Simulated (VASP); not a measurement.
# Ta2F (P-3m1) in VASP: relaxation of cell and atoms with PBE

Aim: the relaxation of cell and atoms of Ta2F with PBE.

All numbers are computed with VASP 6.6.1; they aren't measurements. Logs are shortened: lines on timing, memory, paths and dates and some standing lists are left out, and cuts for length are marked.

### 1 The cell of the first run

Symmetry: P-3m1, No. 164, trigonal system. Conventional cell: a = 2.939 Å, b = 2.939 Å, c = 13.682 Å, α = 90.00°, β = 90.00°, γ = 120.00°. Within 3.1 Å of Ta (site symmetry 3m) lie 3 F at 2.23 Å and 9 Ta at 2.94 to 3.03 Å. Within 3.9 Å of Ta (site symmetry 3m) lie 12 Ta at 2.94 to 3.03 Å. F (site symmetry 3m) has 3 Ta at 2.23 Å and 6 F at 2.94 Å within 3.0 Å.

### 2 Relaxation of cell and atoms, PBE

The input, INCAR:

```
  ALGO = Normal
  EDIFF = 1E-6
  EDIFFG = -0.001
  ENCUT = 600
  GGA = PE
  IBRION = 2
  ISIF = 3
  ISMEAR = 0
  LASPH = True
  LCHARG = False
  LREAL = False
  LWAVE = False
  NELM = 100
  NSW = 80
  PREC = Accurate
  SIGMA = 0.1
```

The input, KPOINTS:

```
k-points
0
Gamma
  12 12 4
```

The input, POSCAR:

```
Ta2F
1.0
    2.9388658245      0.0000000000      0.0000000000
   -1.4694329122      2.5451324623      0.0000000000
    0.0000000000      0.0000000000     13.6824010573
Ta F
4 2
Direct
    0.0000000000      0.0000000000      0.2750174602
    0.0000000000      0.0000000000      0.7249825398
    0.3333333333      0.6666666667      0.0913541326
    0.6666666667      0.3333333333      0.9086458674
    0.6666666667      0.3333333333      0.3802603342
    0.3333333333      0.6666666667      0.6197396658
```

Potentials or basis: VASP PAW PBE potentials, release 64 (Ta_pv, F).

Started as:

```
> cat potpaw_PBE.64/Ta_pv/POTCAR potpaw_PBE.64/F/POTCAR > POTCAR
> mpirun -np 1 vasp_std > vasp.out
```

OUTCAR:

```text
EDIFF = 1E-6
   EDIFFG = -0.001
   ENCUT = 600
   GGA = PE
   IBRION = 2
   ISIF = 3
   ISMEAR = 0
   LASPH = True
   LREAL = False
   NELM = 100
   NSW = 80
   PREC = Accurate

 ion  position               nearest neighbor table
   1  0.000  0.000  0.275-   5 2.23   5 2.23   5 2.23   3 3.03   3 3.03   3 3.03
   2  0.000  0.000  0.725-   6 2.23   6 2.23   6 2.23   4 3.03   4 3.03   4 3.03
   3  0.333  0.667  0.091-   4 3.02   4 3.02   4 3.02   1 3.03   1 3.03   1 3.03
   4  0.667  0.333  0.909-   3 3.02   3 3.02   3 3.02   2 3.03   2 3.03   2 3.03
   5  0.667  0.333  0.380-   1 2.23   1 2.23   1 2.23
   6  0.333  0.667  0.620-   2 2.23   2 2.23   2 2.23

  LATTYP: Found a hexagonal cell.
 ALAT       =     2.9388658245
 C/A-ratio  =     4.6556739485

  Lattice vectors:

 A1 = (   2.9388658245,   0.0000000000,   0.0000000000)
 A2 = (  -1.4694329122,   2.5451324623,   0.0000000000)
 A3 = (   0.0000000000,   0.0000000000,  13.6824010573)

Analysis of symmetry for initial positions (statically):
=====================================================================
 Subroutine PRICEL returns:
 Original cell was already a primitive cell.

 Routine SETGRP: Setting up the symmetry group for a
 hexagonal supercell.

 Subroutine GETGRP returns: Found 12 space group operations
 (whereof 12 operations were pure point group operations)
 out of a pool of 24 trial point group operations.

The static configuration has the point symmetry D_3d.

Analysis of symmetry for dynamics (positions and initial velocities):
=====================================================================
 Subroutine PRICEL returns:
 Original cell was already a primitive cell.

 Routine SETGRP: Setting up the symmetry group for a
 hexagonal supercell.

 Subroutine GETGRP returns: Found 12 space group operations
 (whereof 12 operations were pure point group operations)
 out of a pool of 24 trial point group operations.

The dynamic configuration has the point symmetry D_3d.

 Subroutine INISYM returns: Found 12 space group operations
 (whereof 12 operations are pure point group operations),
 and found     1 'primitive' translations

----------------------------------------------------------------------------------------

                                     Primitive cell

  volume of cell :     102.3417

  direct lattice vectors                    reciprocal lattice vectors
     2.938865825  0.000000000  0.000000000     0.340267321  0.196453429  0.000000000
    -1.469432912  2.545132462  0.000000000     0.000000000  0.392906858  0.000000000
     0.000000000  0.000000000 13.682401057     0.000000000  0.000000000  0.073086587

  length of vectors
     2.938865825  2.938865824 13.682401057     0.392906858  0.392906858  0.073086587

  position of ions in fractional coordinates (direct lattice)
     0.000000000  0.000000000  0.275017460
     0.000000000  0.000000000  0.724982540
     0.333333333  0.666666667  0.091354133
     0.666666667  0.333333333  0.908645867
     0.666666667  0.333333333  0.380260334
     0.333333333  0.666666667  0.619739666

  ion indices of the primitive-cell ions
   primitive index   ion index
                 1           1
                 2           2
                 3           3
                 4           4
                 5           5
                 6           6

----------------------------------------------------------------------------------------

 KPOINTS: k-points

Automatic generation of k-mesh.
 Grid dimensions read from file:
 generate k-points for:   12   12    4

 Generating k-lattice:

  Cartesian coordinates                     Fractional coordinates (reciprocal lattice)
     0.028355610  0.016371119  0.000000000     0.083333333 -0.000000000  0.000000000
     0.000000000  0.032742238  0.000000000     0.000000000  0.083333333  0.000000000
     0.000000000  0.000000000  0.018271647     0.000000000  0.000000000  0.250000000

  Length of vectors
     0.032742238  0.032742238  0.018271647

  Shift w.r.t. Gamma in fractional coordinates (k-lattice)
     0.000000000  0.000000000  0.000000000

 Subroutine IBZKPT returns following result:
 ===========================================

 Found     69 irreducible k-points:

 Following reciprocal coordinates:
            Coordinates               Weight
  0.000000  0.000000  0.000000      1.000000
  0.083333  0.000000  0.000000      6.000000
  0.166667  0.000000  0.000000      6.000000
  0.250000 -0.000000  0.000000      6.000000
  0.333333 -0.000000  0.000000      6.000000
  0.416667 -0.000000  0.000000      6.000000
[... 16 lines left out ...]
  0.166667  0.000000  0.250000      6.000000
  0.000000  0.166667  0.250000      6.000000
 [... further k-points ...]
   k-points           NKPTS =     69   k-points in BZ     NKDIM =     69   number of bands    NBANDS=     34
   number of dos      NEDOS =    301   number of ions     NIONS =      6
   total plane-waves  NPLWV =  64512
   dimension x,y,z NGX =    24 NGY =   24 NGZ =  112
   dimension x,y,z NGXF=    48 NGYF=   48 NGZF=  224
   ions per type =               4   2
   NGX,Y,Z   is equivalent  to a cutoff of  13.58, 13.58, 13.61 a.u.
   NGXF,Y,Z  is equivalent  to a cutoff of  27.15, 27.15, 27.22 a.u.
 SYSTEM =  unknown system
   PREC   = accura    normal or accurate (medium, high low for compatibility)
   ISTART =      0    job   : 0-new  1-cont  2-samecut
   ICHARG =      2    charge: 1-file 2-atom 10-const
   ISPIN  =      1    spin polarized calculation?
   LNONCOLLINEAR =      F non collinear calculations
   LSORBIT =      F    spin-orbit coupling
   LASPH  =      T    aspherical Exc in radial PAW
   ENCUT  =  600.0 eV  44.10 Ry    6.64 a.u.   5.87  5.87 27.33*2*pi/ulx,y,z
   NELM   =    100;   NELMIN=  2; NELMDL= -5     # of ELM steps
   EDIFF  = 0.1E-05   stopping-criterion for ELM
   LREAL  =      F    real-space projection
   EDIFFG = -.1E-02   stopping-criterion for IOM
   NSW    =     80    number of steps for IOM
   IBRION =      2    ionic relax: 0-MD 1-quasi-New 2-CG
   NFREE  =      1    steps in history (QN), initial steepest desc. (CG)
   ISIF   =      3    stress and relaxation
   ISYM   =      2    0-nonsym 1-usesym 2-fastsym
   POTIM  = 0.5000    time-step for ionic-motion
   TEBEG  =    0.0;   TEEND  =   0.0 temperature during run
   PSTRESS=    0.0 pullay stress
   NELECT =      58.0000    total number of electrons
   NUPDOWN=      -1.0000    fix difference up-down
   EMIN   =  10.00;   EMAX   =-10.00  energy-range for DOS
   EFERMI =   0.00;   METHOD = LEGACY
   ISMEAR =     0;   SIGMA  =   0.10  broadening in eV -4-tet -1-fermi 0-gaus
   EFERMI_NEDOS =   21; number of points for ismear=-14 and -15
   IALGO  =     38    algorithm
   IMIX   =      4    mixing-type and parameters
     AMIX     =   0.40;   BMIX     =  1.00
     AMIX_MAG =   1.60;   BMIX_MAG =  1.00
  volume/ion in A,a.u.               =      17.06       115.11
  Fermi-wavevector in a.u.,A,eV,Ry     =   1.354773  2.560151 24.972284  1.835411
  Thomas-Fermi vector in A             =   2.481917
   LORBIT       =      0    0 simple, 1 ext, 2 COOP (PROOUT), +10 PAW based schemes
   GGA     = PE    functional components
   LHFCALC =     F    Hartree Fock is set to
   AEXX    =    0.0000 exact exchange contribution
   IVDW    =     0    specifies the selected vdW correction
   LEPSILON=     F    determine dielectric tensor
   LRPA    =     F    only Hartree local field effects (RPA)
 conjugate gradient relaxation of ions
 non-spin polarized calculation
 Gauss-broadening in eV      SIGMA  =   0.10
  energy-cutoff  :      600.00
  volume of cell :      102.34
 maximum number of plane-waves:      3444
   NGX = 11   NGY = 11   NGZ = 55

--------------------------------------- Ionic step        1  -------------------------------------------

 number of electron      57.9999994 magnetization

 Free energy of the ion-electron system (eV)
  ---------------------------------------------------
  ext. energy  EPLUGINS =         0.00000000
  ---------------------------------------------------
  free energy    TOTEN  =       -56.80257348 eV

  energy without entropy =      -56.78158326  energy(sigma->0) =      -56.79207837

------------------------ aborting loop because EDIFF is reached ----------------------------------------

  FORCE on cell =-STRESS in cart. coord.  units (eV):
  Direction    XX          YY          ZZ          XY          YZ          ZX
  --------------------------------------------------------------------------------------
  -------------------------------------------------------------------------------------
  Total        0.0579669      0.0579669      0.0061917      0.0000000      0.0000000      0.0000000
  in kB        0.9074829      0.9074829      0.0969316      0.0000000      0.0000000      0.0000000
  external PRESSURE =       0.6372992 kB  Pullay stress =       0.0000000 kB
[... 101 lines left out ...]
  FREE ENERGIE OF THE ION-ELECTRON SYSTEM (eV)
  ---------------------------------------------------
  free  energy   TOTEN  =       -56.8026807290 eV

  energy  without entropy=      -56.7818198952  energy(sigma->0) =      -56.79225031

[... ionic steps 4 to 64 ...]

--------------------------------------- Ionic step       65  -------------------------------------------

 number of electron      58.0000010 magnetization

------------------------ aborting loop because EDIFF is reached ----------------------------------------

  FORCE on cell =-STRESS in cart. coord.  units (eV):
  Direction    XX          YY          ZZ          XY          YZ          ZX
  --------------------------------------------------------------------------------------
  -------------------------------------------------------------------------------------
  Total       -0.0082334     -0.0082334      0.0228212     -0.0000000     -0.0000000     -0.0000000
  in kB       -0.1308516     -0.1308516      0.3626905     -0.0000000     -0.0000000     -0.0000000
  external PRESSURE =       0.0336624 kB  Pullay stress =       0.0000000 kB
[... 65 lines left out ...]
  energy  without entropy=      -56.7832060168  energy(sigma->0) =      -56.79346936

--------------------------------------- Ionic step       67  -------------------------------------------

 number of electron      58.0000010 magnetization

 Free energy of the ion-electron system (eV)
  ---------------------------------------------------
  ext. energy  EPLUGINS =         0.00000000
  ---------------------------------------------------
  free energy    TOTEN  =       -56.80373278 eV

  energy without entropy =      -56.78320301  energy(sigma->0) =      -56.79346789

 E-fermi :   4.7284     XC(G=0): -11.2581

 val. band max:        4.7064422142   @ k =   0.1667   0.0000   0.5000
 cond. band min:       4.7379400124   @ k =   0.3333   0.1667   0.5000
 fundamental gap:      0.0314977982
 Fermi energy:         4.7283865537

 k-point     1 :       0.0000    0.0000    0.0000
  band No.  band energies     occupation
      1     -30.6145      2.00000
      2     -30.5994      2.00000
      3     -29.9137      2.00000
      4     -29.9137      2.00000
      5     -29.9137      2.00000
      6     -29.9137      2.00000
[... 877 lines left out ...]
     33       5.7203      0.00000
     34       6.1413      0.00000

 [... further k-points ...]

------------------------ aborting loop because EDIFF is reached ----------------------------------------

  FORCE on cell =-STRESS in cart. coord.  units (eV):
  Direction    XX          YY          ZZ          XY          YZ          ZX
  --------------------------------------------------------------------------------------
  -------------------------------------------------------------------------------------
  Total       -0.0043656     -0.0043656      0.0049500     -0.0000000      0.0000000      0.0000000
  in kB       -0.0693815     -0.0693815      0.0786684     -0.0000000      0.0000000      0.0000000
  external PRESSURE =      -0.0200315 kB  Pullay stress =       0.0000000 kB
[... 21 lines left out ...]
  FREE ENERGIE OF THE ION-ELECTRON SYSTEM (eV)
  ---------------------------------------------------
  free  energy   TOTEN  =       -56.8037327793 eV

  energy  without entropy=      -56.7832030057  energy(sigma->0) =      -56.79346789

 reached required accuracy - stopping structural energy minimisation
```

It took 60 min on 1 thread of AMD EPYC 9R45 (Zen 5), shared host; peak memory 0.39 GiB.

What came out:

- Free energy: -56.8037 eV
- Relaxed volume: 16.80 Å³/atom
- Relaxed cell: a = 2.940 Å, b = 2.940 Å, c = 13.464 Å, α = 90.00°, β = 90.00°, γ = 120.00°
- Space group after relaxing (to 0.1 Å): P-3m1 (No. 164)
- Energy gained by relaxing: 0.2 meV/atom
- Ionic steps: 67
- Pressure after relaxing: 0.0 GPa
- Band gap on the k mesh: zero (bands 29 and 30 overlap by 0.17 eV)

Step by step:
```csv
step,energy change (eV),largest force (eV/Å),pressure (GPa),volume (Å³)
1,0.0000,0.0410,0.06,102.34
3,-0.0001,0.0116,-0.07,102.40
5,-0.0001,0.0182,0.08,102.28
7,-0.0001,0.0144,0.06,102.31
9,-0.0001,0.0131,0.04,102.32
11,-0.0002,0.0135,-0.01,102.32
13,-0.0002,0.0127,0.00,102.30
15,-0.0002,0.0216,-0.09,102.29
17,-0.0003,0.0229,-0.09,102.27
19,-0.0004,0.0276,-0.02,102.16
21,-0.0005,0.0235,0.04,101.99
23,-0.0006,0.0181,0.01,101.93
25,-0.0007,0.0227,-0.10,101.85
27,-0.0007,0.0290,-0.15,101.83
29,-0.0008,0.0274,-0.09,101.70
31,-0.0008,0.0387,0.17,101.13
33,-0.0009,0.0280,0.08,101.22
35,-0.0010,0.0292,-0.01,100.98
37,-0.0011,0.0115,0.02,100.89
39,-0.0011,0.0040,-0.05,100.88
41,-0.0011,0.0030,-0.08,100.88
43,-0.0012,0.0014,-0.01,100.82
45,-0.0012,0.0018,-0.01,100.81
47,-0.0012,0.0016,0.02,100.81
49,-0.0012,0.0014,-0.02,100.83
51,-0.0012,0.0015,-0.01,100.82
53,-0.0012,0.0017,0.00,100.81
55,-0.0012,0.0012,0.00,100.81
57,-0.0012,0.0015,0.00,100.81
59,-0.0012,0.0011,0.00,100.81
61,-0.0012,0.0014,0.00,100.81
63,-0.0012,0.0014,0.00,100.81
65,-0.0012,0.0006,0.00,100.81
67,-0.0012,0.0005,0.00,100.81
```

Final structure:
```xyz
6
Lattice="2.9404 0.0000 0.0000 -1.4702 2.5465 0.0000 0.0000 0.0000 13.4637" Properties=species:S:1:pos:R:3 pbc="T T T"
Ta    0.0000    0.0000    3.7583
Ta    0.0000    0.0000    9.7055
Ta    0.0000    1.6976    1.2479
Ta    1.4702    0.8488   12.2159
F     1.4702    0.8488    5.2000
F     0.0000    1.6976    8.2637
```

Caveat: spin-orbit coupling is left out, which moves the levels of the heavy elements.

The gap in the log of VASP goes by the Fermi energy; the results here count the filled bands.